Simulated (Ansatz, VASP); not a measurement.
## One calculation of ZrH, two programs

```
Zr H
1.0
     3.31371    0.00000    0.00000
     0.00000    3.31371    0.00000
     0.00000    0.00000    5.06764
Zr H
2 2
Cartesian
  0.0000 1.6569 0.0000
  1.6569 0.0000 2.5338
  0.0000 0.0000 3.8007
  0.0000 0.0000 1.2669
```

Alike in both runs: functional r2SCAN; k mesh 10 × 10 × 7; occupations fermi-dirac, width 0.1 eV; no spin polarisation.

Ansatz relaxed the structure, and its values are those at the end. VASP's run is a single point on that final structure, the one shown.

|  | VASP | Ansatz |
| --- | --- | --- |
| version | VASP 6.6.1 | Ansatz 0.2.0 |
| potentials or method | VASP PAW PBE potentials, release 64 (Zr_sv, H), cutoff 520 eV | PAW plane waves |
| valence electrons in the cell | 26 | 26 |

```csv
,VASP,Ansatz,Ansatz less VASP
pressure (GPa),-6.4,-6.3,+0.09
```

VASP's potentials were made for PBE, not for r2SCAN. Ansatz's warnings: stress scf threshold loose.
